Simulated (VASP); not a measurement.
Here is a VASP 6.6.1 calculation.

The input INCAR:

```
SYSTEM = Mg
PREC = Accurate ; ENCUT = 600
EDIFF = 1E-6 ; ISMEAR = 0
SIGMA = 0.1 ; LREAL = .False.
LASPH = .True. ; NELM = 80
ALGO = Fast ; ISIF = 3
LWAVE = .False. ; LCHARG = .False.
GGA = PS ; IBRION = 2
NSW = 70 ; EDIFFG = -0.008
PSTRESS = 40.0
```

File KPOINTS:

```
regular mesh
0
Gamma
  16 16 16
  0 0 0
```

File POSCAR:

```
Mg
1.0
   -1.7650218922      1.7650218922      1.6460034705
    1.7650218922     -1.7650218922      1.6460034705
    1.7650218922      1.7650218922     -1.6460034705
Mg
1
Direct
    0.0000000000      0.0000000000      0.0000000000
```

Potentials or basis: VASP PAW PBE potentials, release 64 (Mg).

Run with:

```console
$ cat potpaw_PBE.64/Mg/POTCAR > POTCAR
$ mpirun -np 1 vasp_std > vasp.out
```

(1) Predict the relaxed volume.

(2) Predict the space group after relaxing (to 0.1 Å).

Answers

(1) 20.55 Å³/atom.

(2) I4/mmm (No. 139).

Caveat: the cell is relaxed towards a set pressure, so the run minimises the enthalpy, not the energy; the PAW data sets were made with another functional, which shifts forces and pressure a little.
